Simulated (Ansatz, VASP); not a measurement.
## InGaO in VASP and in Ansatz

Contents of INCAR:

```
PREC = Accurate
ENCUT = 600
EDIFF = 1E-7
ISMEAR = 0
SIGMA = 0.1
LREAL = F
LASPH = T
NELM = 80
ALGO = Normal
ISIF = 3
LWAVE = F
LCHARG = F
GGA = PE
IBRION = 2
NSW = 90
EDIFFG = -0.04
```

File KPOINTS:

```
Automatic mesh
0
Gamma
  6 6 4
```

File POSCAR:

```
InGaO
1.0
    3.9245335700      0.0000000000      0.0000000000
   -1.9622667800      3.3987457700      0.0000000000
    0.0000000000      0.0000000000      4.6838002000
In Ga O
1 1 1
Direct
    0.0000000000      0.0000000000      0.0000000000
    0.6666666700      0.3333333300      0.5000000000
    0.3333333300      0.6666666700      0.5000000000
```

Input for Ansatz:

```yaml
crystal:
  lattice:
    - [3.92453357, 0.0, 0.0]
    - [-1.96226678, 3.39874577, 0.0]
    - [0.0, 0.0, 4.6838002]
  atoms:
    - { symbol: In, position: [0.0, 0.0, 0.0] }
    - { symbol: Ga, position: [0.66666667, 0.33333333, 0.5] }
    - { symbol: O, position: [0.33333333, 0.66666667, 0.5] }
basis:
  ecutwfc: 420
kpoints:
  mp_grid: { grid: [6, 6, 4] }
hamiltonian:
  xc: pbe
scf:
  occupations: { method: gaussian, width: 0.1 }
  lower_state_search: "off"
output:
  forces: true
  stress: true
  eigenvalues: true
relax:
  adjacent_minimum: "off"
  f_tol: 0.04
  max_steps: 70
  cell: { stress_tol: 0.4 }
```

Change from the starting cell: species swapped into the SrSiNi type (P-6m2, No. 187).

Alike in both runs: task relaxation of cell and atoms; functional PBE; k mesh 6 × 6 × 4; occupations gaussian, width 0.1 eV; no spin polarisation.

```csv
,VASP,Ansatz
version,VASP 6.6.1,Ansatz 0.2.0
potentials or method,"VASP PAW PBE potentials, release 64 (In_d, Ga_d, O), cutoff 600 eV","scalar-relativistic, plane waves, PAW"
valence electrons in the cell,32,32
```

|  | VASP | Ansatz | Ansatz less VASP |
| --- | --- | --- | --- |
| gap on the k mesh at the Fermi level, each at its own relaxed structure (eV) | none | none | - |
| relaxed volume (Å³/atom) | 19.39 | 19.44 | +0.052 |
| relaxed cell length with the largest relative difference (Å) | 5.661 | 5.734 | +0.0728 |

A gap of «none» marks a metal or a gap that the smearing closes.
